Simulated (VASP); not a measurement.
# BeTe (m.eB) (F-43m) in VASP: single point with PBE

Aim: the single point of BeTe (m.eB) with PBE.

Everything below comes from runs of VASP 6.6.1. Logs are shortened: lines on timing, memory, paths and dates and some standing lists are left out, and cuts for length are marked.

## (1) The cell of the first run

Symmetry: F-43m, No. 216, cubic system. The conventional cell has a = 5.665 Å, b = 5.665 Å, c = 5.665 Å, α = 90.00°, β = 90.00°, γ = 90.00°. Within 3.2 Å of Be (site symmetry -43m) lie 4 Te at 2.45 Å. Te (site symmetry -43m) has 4 Be at 2.45 Å within 3.2 Å.

## (2) Single point, PBE

Contents of INCAR:

```
PREC = Accurate
ENCUT = 600
EDIFF = 1E-6
ISMEAR = 0
SIGMA = 0.02
LREAL = F
LASPH = T
NELM = 120
ALGO = Normal
ISIF = 2
LWAVE = F
LCHARG = F
GGA = PE
NBANDS = 16
GGA_COMPAT = F
```

Contents of KPOINTS:

```
Automatic mesh
0
Gamma
  8 6 8
```

Contents of POSCAR:

```
BeTe
1.0
    4.0054947953      0.0000000000      0.0000000000
    0.0000000000      5.6646250482      0.0000000000
    0.0000000000      0.0000000000      4.0054947741
Be Te
2 2
Direct
    0.0000000000      0.0000000000      0.0000000000
    0.5000000000      0.5000000000      0.5000075000
    0.5000000000      0.2500000000      0.0000000000
    0.0000000000      0.7500000000      0.5000075000
```

Potentials or basis: VASP PAW PBE potentials, release 64 (Be, Te).

On the command line:

```
cat potpaw_PBE.64/Be/POTCAR potpaw_PBE.64/Te/POTCAR > POTCAR
mpirun -np 1 vasp_std > vasp.out
```

OUTCAR:

```text
PREC = Accurate
   ENCUT = 600
   EDIFF = 1E-6
   ISMEAR = 0
   LREAL = F
   LASPH = T
   NELM = 120
   ISIF = 2
   GGA = PE

 ion  position               nearest neighbor table
   1  0.000  0.000  0.000-   4 2.45   3 2.45   3 2.45   4 2.45
   2  0.500  0.500  0.500-   3 2.45   4 2.45   4 2.45   3 2.45
   3  0.500  0.250  0.000-   2 2.45   1 2.45   1 2.45   2 2.45
   4  0.000  0.750  0.500-   1 2.45   2 2.45   2 2.45   1 2.45

  LATTYP: Found a simple tetragonal cell.
 ALAT       =     4.0054947953
 C/A-ratio  =     1.4142135585

  Lattice vectors:

 A1 = (  -4.0054947953,   0.0000000000,   0.0000000000)
 A2 = (   0.0000000000,   0.0000000000,   4.0054947741)
 A3 = (   0.0000000000,   5.6646250482,   0.0000000000)

Analysis of symmetry for initial positions (statically):
=====================================================================
 Subroutine PRICEL returns:
 Original cell was already a primitive cell.

 Routine SETGRP: Setting up the symmetry group for a
 simple tetragonal supercell.

 Subroutine GETGRP returns: Found  8 space group operations
 (whereof  6 operations were pure point group operations)
 out of a pool of 16 trial point group operations.

The static configuration has the point symmetry C_3h.
 The point group associated with its full space group is D_2d.

Analysis of symmetry for dynamics (positions and initial velocities):
=====================================================================
 Subroutine PRICEL returns:
 Original cell was already a primitive cell.

 Routine SETGRP: Setting up the symmetry group for a
 simple tetragonal supercell.

 Subroutine GETGRP returns: Found  8 space group operations
 (whereof  6 operations were pure point group operations)
 out of a pool of 16 trial point group operations.

The dynamic configuration has the point symmetry C_3h.
 The point group associated with its full space group is D_2d.

 Subroutine INISYM returns: Found  8 space group operations
 (whereof  6 operations are pure point group operations),
 and found     1 'primitive' translations

----------------------------------------------------------------------------------------

                                     Primitive cell

  volume of cell :      90.8832

  direct lattice vectors                    reciprocal lattice vectors
     4.005494795  0.000000000  0.000000000     0.249657046  0.000000000  0.000000000
     0.000000000  5.664625048  0.000000000     0.000000000  0.176534191  0.000000000
     0.000000000  0.000000000  4.005494774     0.000000000  0.000000000  0.249657048

  length of vectors
     4.005494795  5.664625048  4.005494774     0.249657046  0.176534191  0.249657048

  position of ions in fractional coordinates (direct lattice)
     0.000000000  0.000000000  0.000000000
     0.500000000  0.500000000  0.500007500
     0.500000000  0.250000000  0.000000000
     0.000000000  0.750000000  0.500007500

  ion indices of the primitive-cell ions
   primitive index   ion index
                 1           1
                 2           2
                 3           3
                 4           4

----------------------------------------------------------------------------------------

 KPOINTS: Automatic mesh

Automatic generation of k-mesh.
 Grid dimensions read from file:
 generate k-points for:    8    6    8

 Generating k-lattice:

  Cartesian coordinates                     Fractional coordinates (reciprocal lattice)
     0.031207131  0.000000000  0.000000000     0.125000000  0.000000000  0.000000000
     0.000000000  0.029422365  0.000000000     0.000000000  0.166666667  0.000000000
     0.000000000  0.000000000  0.031207131     0.000000000  0.000000000  0.125000000

  Length of vectors
     0.031207131  0.029422365  0.031207131

  Shift w.r.t. Gamma in fractional coordinates (k-lattice)
     0.000000000  0.000000000  0.000000000

 Subroutine IBZKPT returns following result:
 ===========================================

 Found     60 irreducible k-points:

 Following reciprocal coordinates:
            Coordinates               Weight
  0.000000  0.000000  0.000000      1.000000
  0.125000  0.000000  0.000000      4.000000
  0.250000  0.000000  0.000000      4.000000
  0.375000  0.000000  0.000000      4.000000
  0.500000  0.000000  0.000000      2.000000
  0.000000  0.166667  0.000000      2.000000
[... 16 lines left out ...]
  0.375000  0.000000  0.125000      8.000000
  0.500000  0.000000  0.125000      4.000000
 [... further k-points ...]
   k-points           NKPTS =     60   k-points in BZ     NKDIM =     60   number of bands    NBANDS=     16
   number of dos      NEDOS =    301   number of ions     NIONS =      4
   total plane-waves  NPLWV =  49152
   dimension x,y,z NGX =    32 NGY =   48 NGZ =   32
   dimension x,y,z NGXF=    64 NGYF=   96 NGZF=   64
   ions per type =               2   2
   NGX,Y,Z   is equivalent  to a cutoff of  13.28, 14.09, 13.28 a.u.
   NGXF,Y,Z  is equivalent  to a cutoff of  26.56, 28.17, 26.56 a.u.
 SYSTEM =  unknown system
   PREC   = accura    normal or accurate (medium, high low for compatibility)
   ISTART =      0    job   : 0-new  1-cont  2-samecut
   ICHARG =      2    charge: 1-file 2-atom 10-const
   ISPIN  =      1    spin polarized calculation?
   LNONCOLLINEAR =      F non collinear calculations
   LSORBIT =      F    spin-orbit coupling
   LASPH  =      T    aspherical Exc in radial PAW
   ENCUT  =  600.0 eV  44.10 Ry    6.64 a.u.   8.00 11.31  8.00*2*pi/ulx,y,z
   NELM   =    120;   NELMIN=  2; NELMDL= -5     # of ELM steps
   EDIFF  = 0.1E-05   stopping-criterion for ELM
   LREAL  =      F    real-space projection
   EDIFFG = 0.1E-04   stopping-criterion for IOM
   NSW    =      0    number of steps for IOM
   IBRION =     -1    ionic relax: 0-MD 1-quasi-New 2-CG
   NFREE  =      0    steps in history (QN), initial steepest desc. (CG)
   ISIF   =      2    stress and relaxation
   ISYM   =      2    0-nonsym 1-usesym 2-fastsym
   POTIM  = 0.5000    time-step for ionic-motion
   TEBEG  =    0.0;   TEEND  =   0.0 temperature during run
   PSTRESS=    0.0 pullay stress
   NELECT =      16.0000    total number of electrons
   NUPDOWN=      -1.0000    fix difference up-down
   EMIN   =  10.00;   EMAX   =-10.00  energy-range for DOS
   EFERMI =   0.00;   METHOD = LEGACY
   ISMEAR =     0;   SIGMA  =   0.02  broadening in eV -4-tet -1-fermi 0-gaus
   EFERMI_NEDOS =   21; number of points for ismear=-14 and -15
   IALGO  =     38    algorithm
   IMIX   =      4    mixing-type and parameters
     AMIX     =   0.40;   BMIX     =  1.00
     AMIX_MAG =   1.60;   BMIX_MAG =  1.00
  volume/ion in A,a.u.               =      22.72       153.33
  Fermi-wavevector in a.u.,A,eV,Ry     =   0.917530  1.733880 11.454221  0.841861
  Thomas-Fermi vector in A             =   2.042509
   LORBIT       =      0    0 simple, 1 ext, 2 COOP (PROOUT), +10 PAW based schemes
   GGA     = PE    functional components
   LHFCALC =     F    Hartree Fock is set to
   AEXX    =    0.0000 exact exchange contribution
   IVDW    =     0    specifies the selected vdW correction
   LEPSILON=     F    determine dielectric tensor
   LRPA    =     F    only Hartree local field effects (RPA)
 non-spin polarized calculation
 Gauss-broadening in eV      SIGMA  =   0.02
  energy-cutoff  :      600.00
  volume of cell :       90.88
 maximum number of plane-waves:      3080
 NGX is ok and might be reduce to    32
   NGX = 15   NGY = 23   NGZ = 15

 number of electron      16.0000000 magnetization

 Free energy of the ion-electron system (eV)
  ---------------------------------------------------
  ext. energy  EPLUGINS =         0.00000000
  ---------------------------------------------------
  free energy    TOTEN  =       -15.24989127 eV

  energy without entropy =      -15.24989127  energy(sigma->0) =      -15.24989127

 E-fermi :   4.9866     XC(G=0):  -8.9876

 val. band max:        4.9033699760   @ k =   0.0000   0.0000   0.0000
 cond. band min:       6.9191080986   @ k =   0.5000   0.0000   0.5000
 fundamental gap:      2.0157381225
 Fermi energy:         4.9865694441

 k-point     1 :       0.0000    0.0000    0.0000
  band No.  band energies     occupation
      1      -7.2807      2.00000
      2      -5.5042      2.00000
      3      -0.1196      2.00000
      4       2.3229      2.00000
      5       2.3229      2.00000
      6       4.9033      2.00000
[... 8 lines left out ...]
     15      13.1941      0.00000
     16      14.4986      0.00000

 k-point     2 :       0.1250    0.0000    0.0000
  band No.  band energies     occupation
      1      -7.1841      2.00000
      2      -5.4985      2.00000
      3      -0.0203      2.00000
      4       1.8370      2.00000
      5       2.4267      2.00000
      6       4.0586      2.00000
[... 8 lines left out ...]
     15      13.4877      0.00000
     16      13.9097      0.00000

 k-point     3 :       0.2500    0.0000    0.0000
  band No.  band energies     occupation
      1      -6.9075      2.00000
      2      -5.5266      2.00000
      3       0.2248      2.00000
      4       1.1201      2.00000
      5       2.6500      2.00000
      6       2.7264      2.00000
[... 8 lines left out ...]
     15      12.7182      0.00000
     16      13.0051      0.00000

 k-point     4 :       0.3750    0.0000    0.0000
  band No.  band energies     occupation
      1      -6.4971      2.00000
      2      -5.6932      2.00000
      3       0.3345      2.00000
      4       1.1445      2.00000
      5       1.4298      2.00000
      6       2.6947      2.00000
[... 8 lines left out ...]
     15      11.9329      0.00000
     16      12.3816      0.00000
[... 324 lines left out ...]
 k-point    22 :       0.2500    0.0000    0.1250
  band No.  band energies     occupation
      1      -6.8158      2.00000
      2      -5.5028      2.00000
      3       0.2938      2.00000
      4       1.2008      2.00000
      5       2.2603      2.00000
      6       2.5702      2.00000
[... 8 lines left out ...]
     15      11.6999      0.00000
     16      12.1044      0.00000

 k-point    23 :       0.3750    0.0000    0.1250
  band No.  band energies     occupation
      1      -6.4137      2.00000
      2      -5.6472      2.00000
      3       0.3523      2.00000
      4       1.2370      2.00000
      5       1.3886      2.00000
      6       2.7104      2.00000
[... 8 lines left out ...]
     15      11.1446      0.00000
     16      12.4936      0.00000

 k-point    24 :       0.5000    0.0000    0.1250
  band No.  band energies     occupation
      1      -5.9785      2.00000
      2      -5.9785      2.00000
      3       0.6113      2.00000
      4       0.6113      2.00000
      5       1.8756      2.00000
      6       1.8757      2.00000
[... 8 lines left out ...]
     15      12.1531      0.00000
     16      12.1531      0.00000

 [... further k-points ...]

------------------------ aborting loop because EDIFF is reached ----------------------------------------

  FORCE on cell =-STRESS in cart. coord.  units (eV):
  Direction    XX          YY          ZZ          XY          YZ          ZX
  --------------------------------------------------------------------------------------
  -------------------------------------------------------------------------------------
  Total        0.0681273      0.0625180      0.0681273      0.0000000      0.0000000      0.0000000
  in kB        1.2010142      1.1021278      1.2010142      0.0000000      0.0000000      0.0000000
  external PRESSURE =       1.1680521 kB  Pullay stress =       0.0000000 kB

 VOLUME and BASIS-vectors are now :
 -----------------------------------------------------------------------------
  energy-cutoff  :      600.00
  volume of cell :       90.88
      direct lattice vectors                 reciprocal lattice vectors
     4.005494795  0.000000000  0.000000000     0.249657046  0.000000000  0.000000000
     0.000000000  5.664625048  0.000000000     0.000000000  0.176534191  0.000000000
     0.000000000  0.000000000  4.005494774     0.000000000  0.000000000  0.249657048

 POSITION                                       TOTAL-FORCE (eV/Angst)
 -----------------------------------------------------------------------------------
      0.00000      0.00000      0.00000         0.000000      0.000010      0.000614
      2.00275      2.83231      2.00278         0.000000     -0.000010     -0.000614
      2.00275      1.41616      0.00000         0.000000     -0.000542      0.003930
      0.00000      4.24847      2.00278         0.000000      0.000542     -0.003930
 -----------------------------------------------------------------------------------
    total drift:                                0.000000      0.000000     -0.007814

  FREE ENERGIE OF THE ION-ELECTRON SYSTEM (eV)
  ---------------------------------------------------
  free  energy   TOTEN  =       -15.2498912680 eV

  energy  without entropy=      -15.2498912680  energy(sigma->0) =      -15.24989127
```

Wall time 54 s (1 thread of Intel Xeon Platinum 8488C (Sapphire Rapids), shared host); peak memory 0.27 GiB.

What came out:

```yaml
Free_energy: -15.2499 eV
Pressure: 0.1 GPa
Band_gap_on_the_k_mesh: 2.02 eV
```

Caveat: spin-orbit coupling is left out, which moves the levels of the heavy elements.
